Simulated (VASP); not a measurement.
# Pt (P6_3/mmc) in VASP: notebook

The runs below take Pt through single point, with PBEsol.

Everything below comes from runs of VASP 6.6.1. Logs are shortened: lines on timing, memory, paths and dates and some standing lists are left out, and cuts for length are marked.

### 1 The cell of the first run

It takes space group P6_3/mmc (No. 194, hexagonal). The conventional cell has a = 2.871 Å, b = 2.871 Å, c = 4.792 Å, α = 90.00°, β = 90.00°, γ = 120.00°. Within 3.8 Å of Pt (site symmetry -6m2) lie 12 Pt at 2.87 to 2.91 Å.

### 2 Single point, PBEsol (strain +0.040 along x and y, +0.000 along z)

File INCAR:

```
PREC = Accurate ; ENCUT = 520
EDIFF = 1E-6 ; ISMEAR = 0
SIGMA = 0.15 ; LREAL = False
LASPH = True ; NELM = 60
ALGO = Fast ; ISIF = 2
LWAVE = False ; LCHARG = False
GGA = PS ; NBANDS = 17
```

File KPOINTS:

```
regular mesh
0
Gamma
  18 18 10
```

File POSCAR:

```
Pt
1.0
    2.8710922404      0.0000000000      0.0000000000
   -1.4355461202      2.4864388168      0.0000000000
    0.0000000000      0.0000000000      4.7921340000
Pt
2
Direct
    0.6666666667      0.3333333333      0.7500000000
    0.3333333333      0.6666666667      0.2500000000
```

Potentials or basis: VASP PAW PBE potentials, release 64 (Pt).

Command:

```console
$ cat potpaw_PBE.64/Pt/POTCAR > POTCAR
$ mpirun -np 1 vasp_std > vasp.out
```

OUTCAR:

```text
PREC = Accurate
   ENCUT = 520
   EDIFF = 1E-6
   ISMEAR = 0
   LREAL = False
   LASPH = True
   NELM = 60
   ISIF = 2
   GGA = PS

 ion  position               nearest neighbor table
   1  0.667  0.333  0.750-   2 2.91   2 2.91   2 2.91   2 2.91   2 2.91   2 2.91
   2  0.333  0.667  0.250-   1 2.91   1 2.91   1 2.91   1 2.91   1 2.91   1 2.91

  LATTYP: Found a hexagonal cell.
 ALAT       =     2.8710922404
 C/A-ratio  =     1.6690978898

  Lattice vectors:

 A1 = (   2.8710922404,   0.0000000000,   0.0000000000)
 A2 = (  -1.4355461202,   2.4864388168,   0.0000000000)
 A3 = (   0.0000000000,   0.0000000000,   4.7921340000)

Analysis of symmetry for initial positions (statically):
=====================================================================
 Subroutine PRICEL returns:
 Original cell was already a primitive cell.

 Routine SETGRP: Setting up the symmetry group for a
 hexagonal supercell.

 Subroutine GETGRP returns: Found 24 space group operations
 (whereof 12 operations were pure point group operations)
 out of a pool of 24 trial point group operations.

The static configuration has the point symmetry D_3d.
 The point group associated with its full space group is D_6h.

Analysis of symmetry for dynamics (positions and initial velocities):
=====================================================================
 Subroutine PRICEL returns:
 Original cell was already a primitive cell.

 Routine SETGRP: Setting up the symmetry group for a
 hexagonal supercell.

 Subroutine GETGRP returns: Found 24 space group operations
 (whereof 12 operations were pure point group operations)
 out of a pool of 24 trial point group operations.

The dynamic configuration has the point symmetry D_3d.
 The point group associated with its full space group is D_6h.

 Subroutine INISYM returns: Found 24 space group operations
 (whereof 12 operations are pure point group operations),
 and found     1 'primitive' translations

----------------------------------------------------------------------------------------

                                     Primitive cell

  volume of cell :      34.2101

  direct lattice vectors                    reciprocal lattice vectors
     2.871092240  0.000000000  0.000000000     0.348299503  0.201090812  0.000000000
[... 77 lines left out ...]
   PREC   = accura    normal or accurate (medium, high low for compatibility)
   ISTART =      0    job   : 0-new  1-cont  2-samecut
   ICHARG =      2    charge: 1-file 2-atom 10-const
   ISPIN  =      1    spin polarized calculation?
   LNONCOLLINEAR =      F non collinear calculations
   LSORBIT =      F    spin-orbit coupling
   LASPH  =      T    aspherical Exc in radial PAW
   ENCUT  =  520.0 eV  38.22 Ry    6.18 a.u.   5.34  5.34  8.91*2*pi/ulx,y,z
   NELM   =     60;   NELMIN=  2; NELMDL= -5     # of ELM steps
   EDIFF  = 0.1E-05   stopping-criterion for ELM
   LREAL  =      F    real-space projection
   EDIFFG = 0.1E-04   stopping-criterion for IOM
   NSW    =      0    number of steps for IOM
   IBRION =     -1    ionic relax: 0-MD 1-quasi-New 2-CG
   NFREE  =      0    steps in history (QN), initial steepest desc. (CG)
   ISIF   =      2    stress and relaxation
   ISYM   =      2    0-nonsym 1-usesym 2-fastsym
   POTIM  = 0.5000    time-step for ionic-motion
   TEBEG  =    0.0;   TEEND  =   0.0 temperature during run
   PSTRESS=    0.0 pullay stress
   NELECT =      20.0000    total number of electrons
   NUPDOWN=      -1.0000    fix difference up-down
   EMIN   =  10.00;   EMAX   =-10.00  energy-range for DOS
   EFERMI =   0.00;   METHOD = LEGACY
   ISMEAR =     0;   SIGMA  =   0.15  broadening in eV -4-tet -1-fermi 0-gaus
   EFERMI_NEDOS =   21; number of points for ismear=-14 and -15
   IALGO  =     68    algorithm
   IMIX   =      4    mixing-type and parameters
     AMIX     =   0.40;   BMIX     =  1.00
     AMIX_MAG =   1.60;   BMIX_MAG =  1.00
  volume/ion in A,a.u.               =      17.11       115.43
  Fermi-wavevector in a.u.,A,eV,Ry     =   1.368885  2.586817 25.495214  1.873845
  Thomas-Fermi vector in A             =   2.494809
   LORBIT       =      0    0 simple, 1 ext, 2 COOP (PROOUT), +10 PAW based schemes
   GGA     = PS    functional components
   LHFCALC =     F    Hartree Fock is set to
   AEXX    =    0.0000 exact exchange contribution
   IVDW    =     0    specifies the selected vdW correction
   LEPSILON=     F    determine dielectric tensor
   LRPA    =     F    only Hartree local field effects (RPA)
 non-spin polarized calculation
 RMM-DIIS sequential band-by-band and
 Gauss-broadening in eV      SIGMA  =   0.15
  energy-cutoff  :      520.00
  volume of cell :       34.21
 maximum number of plane-waves:       942
 NGX is ok and might be reduce to    24
   NGX = 11   NGY = 11   NGZ = 17

 number of electron      20.0000004 magnetization

 Free energy of the ion-electron system (eV)
  ---------------------------------------------------
  ext. energy  EPLUGINS =         0.00000000
  ---------------------------------------------------
  free energy    TOTEN  =       -13.45060837 eV

  energy without entropy =      -13.39409093  energy(sigma->0) =      -13.42234965

 E-fermi :   8.8216     XC(G=0): -12.8907

 val. band max:        8.8184545268   @ k =   0.3889   0.1667   0.1000
 cond. band min:       8.8265291705   @ k =   0.3889   0.2222   0.4000
 fundamental gap:      0.0080746437
 Fermi energy:         8.8215835684

 k-point     1 :       0.0000    0.0000    0.0000
  band No.  band energies     occupation
      1      -0.1173      2.00000
      2       2.6167      2.00000
      3       5.5971      2.00000
      4       5.8386      2.00000
      5       5.8386      2.00000
      6       6.2112      2.00000
[... 457 lines left out ...]
      4       5.7502      2.00000
      5       5.9077      2.00000
      6       6.0533      2.00000
[... 9 lines left out ...]
     16      20.2643      0.00000
     17      22.3600      0.00000

 [... further k-points ...]
[... 5 lines left out ...]
  --------------------------------------------------------------------------------------
  -------------------------------------------------------------------------------------
  Total       -5.7296364     -5.7296364     -4.6664732      0.0000000      0.0000000      0.0000000
  in kB     -268.3389808   -268.3389808   -218.5473164      0.0000000      0.0000000      0.0000000
  external PRESSURE =    -251.7417593 kB  Pullay stress =       0.0000000 kB

 VOLUME and BASIS-vectors are now :
 -----------------------------------------------------------------------------
  energy-cutoff  :      520.00
  volume of cell :       34.21
      direct lattice vectors                 reciprocal lattice vectors
     2.871092240  0.000000000  0.000000000     0.348299503  0.201090812  0.000000000
    -1.435546120  2.486438817  0.000000000     0.000000000  0.402181623  0.000000000
     0.000000000  0.000000000  4.792134000     0.000000000  0.000000000  0.208675300

 POSITION                                       TOTAL-FORCE (eV/Angst)
 -----------------------------------------------------------------------------------
      1.43555      0.82881      3.59410         0.000000     -0.000000      0.000000
     -0.00000      1.65763      1.19803        -0.000000      0.000000      0.000000
 -----------------------------------------------------------------------------------
    total drift:                               -0.000000      0.000000     -0.000000

  FREE ENERGIE OF THE ION-ELECTRON SYSTEM (eV)
  ---------------------------------------------------
  free  energy   TOTEN  =       -13.4506083660 eV

  energy  without entropy=      -13.3940909313  energy(sigma->0) =      -13.42234965
```

It took 36 s on 1 thread of Intel Xeon 6975P-C (Granite Rapids), shared host; peak memory 0.22 GiB.

Results:

```yaml
Free_energy: -13.4506 eV
Pressure: -25.2 GPa
Band_gap_on_the_k_mesh: zero (band 10 reaches 9.13 eV, above the bottom of band 11 at 8.08 eV)
```

Stress tensor (GPa, compression positive):
```
-26.83   0.00   0.00
  0.00 -26.83   0.00
  0.00   0.00 -21.85
```

Caveat: the cell differs from its parent crystal (strain +0.040 along x and y, +0.000 along z); the PAW data sets were made with another functional, which shifts forces and pressure a little; spin-orbit coupling is left out, which moves the levels of the heavy elements.

### 3 Single point, PBEsol (strain +0.080 along x and y, +0.000 along z)

File INCAR:

```
  PREC = Accurate
  ENCUT = 520
  EDIFF = 1E-6
  ISMEAR = 0
  SIGMA = 0.15
  LREAL = False
  LASPH = True
  NELM = 80
  ALGO = Fast
  ISIF = 2
  LWAVE = False
  LCHARG = False
  GGA = PS
  NBANDS = 17
```

File KPOINTS:

```
Automatic mesh
0
Gamma
  18 18 10
```

File POSCAR:

```
Pt
1.0
    2.9815188650      0.0000000000      0.0000000000
   -1.4907594325      2.5820710790      0.0000000000
    0.0000000000      0.0000000000      4.7921340000
Pt
2
Direct
    0.6666666667      0.3333333333      0.7500000000
    0.3333333333      0.6666666667      0.2500000000
```

Potentials or basis: VASP PAW PBE potentials, release 64 (Pt).

Command:

```console
$ cat potpaw_PBE.64/Pt/POTCAR > POTCAR
$ mpirun -np 1 vasp_std > vasp.out
```

Run time: 66 s. Hardware: 1 thread of Intel Xeon Platinum 8375C at 2.90GHz (Ice Lake), shared host; peak memory 0.24 GiB.

Results (log left out):

| Item | Value |
| --- | --- |
| Free energy | -12.9350 eV |
| Pressure | -32.4 GPa |
| Band gap on the k mesh | zero (band 10 reaches 7.82 eV, above the bottom of band 11 at 6.95 eV) |

Stress tensor (GPa, compression positive):
```
-33.84   0.00   0.00
  0.00 -33.84   0.00
  0.00   0.00 -29.66
```

Levels at points of the mesh, in eV from the Fermi level:
| k point | band 6 | band 7 | band 8 | band 9 | band 10 | band 11 | band 12 | band 13 | band 14 | band 15 |
| --- | --- | --- | --- | --- | --- | --- | --- | --- | --- | --- |
| (0.00, 0.00, 0.00) | -2.24 | -2.24 | -1.81 | -1.81 | -0.21 | -0.21 | 0.36 | 4.59 | 14.78 | 16.76 |
| (0.50, 0.00, 0.00) | -2.17 | -2.06 | -0.06 | 0.15 | 0.17 | 1.80 | 2.83 | 6.96 | 8.46 | 8.51 |
| (0.00, 0.00, 0.50) | -2.71 | -2.71 | -2.71 | -0.68 | -0.68 | -0.68 | -0.68 | 12.35 | 12.35 | 15.07 |
| (0.50, 0.00, 0.50) | -1.59 | -0.59 | -0.59 | 0.08 | 0.08 | 1.70 | 1.70 | 5.13 | 5.13 | 13.96 |

Caveat: the cell differs from its parent crystal (strain +0.080 along x and y, +0.000 along z); the PAW data sets were made with another functional, which shifts forces and pressure a little; spin-orbit coupling is left out, which moves the levels of the heavy elements.
